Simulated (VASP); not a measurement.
# Hf3F: single point with LDA

System: Hf3F, a slab with vacuum.

```
Hf F
1.0
     3.08291    0.00000    0.00000
     0.00000    3.08291    0.00000
     0.00000    0.00000   21.09278
Hf F
3 1
Direct
  0.50000 0.50000 0.18964
  0.00000 0.00000 0.28673
  0.50000 0.50000 0.38368
  0.00000 0.00000 0.57663
```

* Program: VASP 6.6.1
* Task: single point
* Functional: LDA
* Potentials or basis: VASP PAW LDA potentials, release 64 (Hf_pv, F)
* Cutoff: 640 eV
* k mesh: 9 × 9 × 1
* Occupations: gaussian, width 0.1 eV
* Spin: no spin polarisation

```json
{
 "Largest force": "0.596 eV/Å",
 "Band gap on the k mesh": "zero (an odd number of electrons rules out a gap without spin polarisation)"
}
```

Forces in eV/Å, atoms in the order of the input:
```
Hf   0.000  0.000  0.038
Hf   0.000  0.000 -0.046
Hf   0.000  0.000  0.596
F    0.000  0.000 -0.588
```

Levels at points of the mesh, in eV from the Fermi level:
| k point | band 16 | band 17 | band 18 | band 19 | band 20 | band 21 | band 22 | band 23 |
| --- | --- | --- | --- | --- | --- | --- | --- | --- |
| (0.00, 0.00, 0.00) | -0.49 | 0.02 | 0.03 | 0.03 | 0.91 | 0.97 | 1.71 | 1.71 |

Run time: 3.7 min on 4 MPI ranks on AMD EPYC 9R45 96-Core Processor (Zen 5), with other jobs on the host, peak memory 0.34 GiB a rank.

Caveat: spin-orbit coupling is left out, which moves the levels of the heavy elements.
